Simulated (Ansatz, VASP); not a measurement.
Two plane-wave programs on Be

The input INCAR:

```
  PREC = Accurate
  ENCUT = 520
  EDIFF = 1E-6
  ISMEAR = 0
  SIGMA = 0.1
  LREAL = F
  LASPH = T
  NELM = 80
  ALGO = Normal
  ISIF = 2
  LWAVE = F
  LCHARG = T
  GGA = PE
  LELF = T
  LVHAR = T
  NBANDS = 24
```

Contents of KPOINTS:

```
Automatic mesh
0
Gamma
  4 4 4
```

POSCAR

```
Be
1.0
    5.2524850700      0.0000000000      0.0000000000
    0.0000000000      5.2524850700      0.0000000000
    0.0000000000      0.0000000000      5.2632498900
Be
12
Direct
    0.6278065100      0.6278065100      0.6250000000
    0.3721934900      0.3721934900      0.1250000000
    0.3721934900      0.6278065100      0.3750000000
    0.6278065100      0.3721934900      0.8750000000
    0.1594893800      0.5816881900      0.9103506100
    0.8405106200      0.4183118100      0.4103506100
    0.4183118100      0.1594893800      0.6603506100
    0.5816881900      0.8405106200      0.1603506100
    0.8405106200      0.5816881900      0.0896493900
    0.1594893800      0.4183118100      0.5896493900
    0.5816881900      0.1594893800      0.3396493900
    0.4183118100      0.8405106200      0.8396493900
```

Input for Ansatz:

```yaml
crystal:
  lattice:
    - [5.25248507, 0.0, 0.0]
    - [0.0, 5.25248507, 0.0]
    - [0.0, 0.0, 5.26324989]
  atoms:
    - { symbol: Be, position: [0.62780651, 0.62780651, 0.625] }
    - { symbol: Be, position: [0.37219349, 0.37219349, 0.125] }
    - { symbol: Be, position: [0.37219349, 0.62780651, 0.375] }
    - { symbol: Be, position: [0.62780651, 0.37219349, 0.875] }
    - { symbol: Be, position: [0.15948938, 0.58168819, 0.91035061] }
    - { symbol: Be, position: [0.84051062, 0.41831181, 0.41035061] }
    - { symbol: Be, position: [0.41831181, 0.15948938, 0.66035061] }
    - { symbol: Be, position: [0.58168819, 0.84051062, 0.16035061] }
    - { symbol: Be, position: [0.84051062, 0.58168819, 0.08964939] }
    - { symbol: Be, position: [0.15948938, 0.41831181, 0.58964939] }
    - { symbol: Be, position: [0.58168819, 0.15948938, 0.33964939] }
    - { symbol: Be, position: [0.41831181, 0.84051062, 0.83964939] }
basis:
  ecutwfc: 420
kpoints:
  mp_grid: { grid: [4, 4, 4] }
hamiltonian:
  xc: pbe
scf:
  occupations: { method: gaussian, width: 0.1 }
  lower_state_search: "off"
output:
  forces: true
  stress: true
  eigenvalues: true
```

Alike in both runs: task single point; functional PBE; k mesh 4 × 4 × 4; occupations gaussian, width 0.1 eV; no spin polarisation.

|  | VASP | Ansatz |
| --- | --- | --- |
| version | VASP 6.6.1 | Ansatz 0.2.0 |
| potentials or method | VASP PAW PBE potentials, release 64 (Be), cutoff 520 eV | scalar-relativistic, plane waves, PAW |
| valence electrons in the cell | 24 | 24 |

|  | VASP | Ansatz | Ansatz less VASP |
| --- | --- | --- | --- |
| gap on the k mesh at the Fermi level (eV) | none | none | - |
| pressure (GPa) | 12.7 | 12.6 | -0.09 |
| traceless stress, the component that is largest in VASP (GPa) | 2.46 | 2.44 | -0.024 |
| rms of the force components (eV/Å) | 0.877 | 0.874 | -0.0025 |

Atom by atom the forces differ by 0.004 eV/Å (rms over components). A gap of «none» marks a metal or a gap that the smearing closes.
